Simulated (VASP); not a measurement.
# Hf2N: single point with PBEsol

Hf2N:

```xyz
6
Lattice="5.3485 0.0000 0.0000 0.0000 5.3485 0.0000 0.0000 0.0000 3.2597" Properties=species:S:1:pos:R:3 pbc="T T T"
Hf    1.5823    1.5823    0.0000
Hf    3.7662    3.7662    0.0000
Hf    4.2565    1.0919    1.6299
Hf    1.0919    4.2565    1.6299
N     0.0000    0.0000    0.0000
N     2.6742    2.6742    1.6299
```

This cell differs from its parent crystal: equal strain along all axes, cell held: +1.0 %, then relaxed in part.

| Property | Result |
| --- | --- |
| Program | VASP 6.6.1 |
| Task | single point |
| Functional | PBEsol |
| Potentials or basis | VASP PAW PBE potentials, release 64 (Hf_pv, N) |
| Cutoff | 520 eV |
| k mesh | 8 × 8 × 12 |
| Occupations | gaussian, width 0.1 eV |
| Spin | no spin polarisation |
| Dipole correction | no |
| Further INCAR settings | ALGO = Normal; EDIFF = 1e-06; NBANDS = 34 |

| Quantity | Value |
| --- | --- |
| Pressure | -6.8 GPa |
| Largest force | 0.015 eV/Å |
| Band gap on the k mesh | zero (bands 25 and 26 overlap by 2.60 eV) |

Forces on the atoms (eV/Å):
```
Hf   0.010  0.010  0.000
Hf  -0.010 -0.010  0.000
Hf   0.010 -0.010  0.000
Hf  -0.010  0.010  0.000
N    0.000  0.000  0.000
N    0.000  0.000  0.000
```

Stress tensor (GPa, compression positive):
```
-6.61  0.00  0.00
 0.00 -6.61  0.00
 0.00  0.00 -7.12
```

Levels at points of the mesh, in eV from the Fermi level:
```
           k point  band 23  band 24  band 25  band 26  band 27  band 28
(0.00, 0.00, 0.00)    -0.18     0.79     1.03     1.08     1.08     1.50
(0.50, 0.00, 0.00)    -1.04    -1.04     1.37     1.37     1.82     1.82
(0.50, 0.50, 0.00)    -1.41    -1.41     1.05     1.05     1.48     1.48
(0.00, 0.00, 0.50)    -1.26    -1.26    -1.23    -1.23     2.13     2.13
(0.50, 0.00, 0.50)    -1.17    -1.17    -0.93    -0.93     1.73     1.73
(0.50, 0.50, 0.50)    -0.82    -0.82    -0.61    -0.61     1.23     1.23
```

Run time: 5.1 min on 1 thread of Intel(R) Xeon(R) Platinum 8259CL CPU @ 2.50GHz (Skylake/Cascade Lake), with other jobs on the host, peak memory 0.37 GiB.

Caveat: the cell differs from its parent crystal (equal strain along all axes, cell held: +1.0 %, then relaxed in part); the cell stands under tension; the PAW data sets were made with another functional, which shifts forces and pressure a little; spin-orbit coupling is left out, which moves the levels of the heavy elements.
